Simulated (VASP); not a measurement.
Set up this calculation in VASP 6.6.1, as the native input.

| Property | Result |
| --- | --- |
| Task | single point |
| Functional | r2SCAN |
| Potentials or basis | VASP PAW PBE potentials, release 64 (Mg, O) |
| Cutoff | 520 eV |
| k mesh | 8 × 8 × 6 |
| Occupations | gaussian, width 0.02 eV |
| Spin | no spin polarisation |
| Dipole correction | no |
| Further INCAR settings | ALGO = Normal; EDIFF = 1e-06; NBANDS = 16 |

Crystal: MgO.

```xyz
4
Lattice="2.1125 2.1125 0.0000 -2.1125 2.1125 0.0000 0.0000 0.0000 4.1203" Properties=species:S:1:pos:R:3 pbc="T T T"
Mg    0.0000    0.0000    0.0000
Mg    0.0000    2.1125    2.0602
O     0.0000    2.1125    0.0000
O     0.0000    0.0000    2.0602
```

This cell differs from its parent crystal: uniaxial strain along c: -2.0 %, then relaxed in part.

One way to write it, as run:

POSCAR

```
MgO
1.0
    2.1125007393      2.1125007393      0.0000000000
   -2.1125007393      2.1125007393      0.0000000000
    0.0000000000      0.0000000000      4.1203138662
Mg O
2 2
Direct
    0.0000000000      0.0000000000      0.0000000000
    0.5000000000      0.5000000000      0.5000000000
    0.5000000000      0.5000000000      0.0000000000
    0.0000000000      0.0000000000      0.5000000000
```

INCAR.step1

```
ALGO     = Normal         # electronic algorithm
EDIFF    = 1E-4           # SCF threshold, eV
ENCUT    = 520            # plane-wave cutoff, eV
GGA      = PE             # functional
ISMEAR   = 0              # smearing method
LASPH    = True           # aspherical terms in the spheres
LCHARG   = False          # write CHGCAR
LREAL    = False          # projectors in reciprocal space
LWAVE    = True           # write WAVECAR
NBANDS   = 16             # bands
NELM     = 80             # most SCF steps
PREC     = Accurate       # precision mode
SIGMA    = 0.02           # smearing width, eV
```

INCAR.step2

```
ALGO     = Normal         # electronic algorithm
EDIFF    = 1E-6           # SCF threshold, eV
ENCUT    = 520            # plane-wave cutoff, eV
ISIF     = 2              # what is computed and relaxed
ISMEAR   = 0              # smearing method
ISTART   = 1            
LASPH    = True           # aspherical terms in the spheres
LCHARG   = True           # write CHGCAR
LELF     = True           # ELF
LMIXTAU  = True         
LREAL    = False          # projectors in reciprocal space
LVHAR    = True         
LWAVE    = False          # write WAVECAR
METAGGA  = R2SCAN         # meta-GGA
NBANDS   = 16             # bands
NELM     = 80             # most SCF steps
PREC     = Accurate       # precision mode
SIGMA    = 0.02           # smearing width, eV
```

KPOINTS

```
k-points
0
Gamma
  8 8 6
```

Potentials or basis: VASP PAW PBE potentials, release 64 (Mg, O).

Launch:

```sh
$ cat potpaw_PBE.64/Mg/POTCAR potpaw_PBE.64/O/POTCAR > POTCAR
$ cp INCAR.step1 INCAR
$ mpirun -np 1 vasp_std > vasp.out
$ cp INCAR.step2 INCAR
$ mpirun -np 1 vasp_std > vasp.out
```

It gave:

```json
{
 "Pressure": "0.9 GPa",
 "Band gap on the k mesh": "5.74 eV"
}
```

Caveat: the cell differs from its parent crystal (uniaxial strain along c: -2.0 %, then relaxed in part); the PAW data sets were made with another functional, which shifts forces and pressure a little.

Wall time 2.5 min on 1 thread of Intel Xeon 8259CL, with other jobs on the host, peak memory 0.18 GiB.
